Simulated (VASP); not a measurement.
**AlV2C: single point with PBE**

The system is AlV2C.

```
Al V C
1.0
     2.90813    0.00000    0.00000
    -1.45407    2.51852    0.00000
     0.00000    0.00000   13.13079
Al V C
2 4 2
Direct
  0.33333 0.66667 0.25000
  0.66667 0.33333 0.75000
  0.33333 0.66667 0.58480
  0.66667 0.33333 0.41520
  0.66667 0.33333 0.08480
  0.33333 0.66667 0.91520
  0.00000 0.00000 0.00000
  0.00000 0.00000 0.50000
```

- Program: VASP 6.6.1
- Task: single point
- Functional: PBE
- Potentials or basis: VASP PAW PBE potentials, release 64 (Al, V_sv, C)
- Cutoff: 520 eV
- k mesh: 14 × 14 × 4
- Occupations: gaussian, width 0.05 eV
- Spin: no spin polarisation
- Dipole correction: no
- k mesh for the DOS: 21 × 21 × 6
- Occupations for the DOS: tetrahedron
- Further INCAR settings: ALGO = Normal; EDIFF = 1e-06; NBANDS = 43

```yaml
Valence_electrons_inside_the_program's_atomic_spheres: Al 0.81; V 11.71; C 2.48
```

Levels at points of the mesh, in eV from the Fermi level:
| k point | band 29 | band 30 | band 31 | band 32 | band 33 | band 34 | band 35 | band 36 | band 37 | band 38 |
| --- | --- | --- | --- | --- | --- | --- | --- | --- | --- | --- |
| (0.00, 0.00, 0.00) | -0.83 | -0.56 | -0.28 | -0.28 | -0.26 | -0.26 | 0.57 | 0.57 | 0.61 | 0.61 |
| (0.00, 0.00, 0.50) | -0.67 | -0.67 | -0.27 | -0.27 | -0.27 | -0.27 | 0.59 | 0.59 | 0.59 | 0.59 |

It took 5.8 min on 1 thread of Intel(R) Xeon(R) 6975P-C (Granite Rapids) (shared host), peak memory 0.67 GiB.
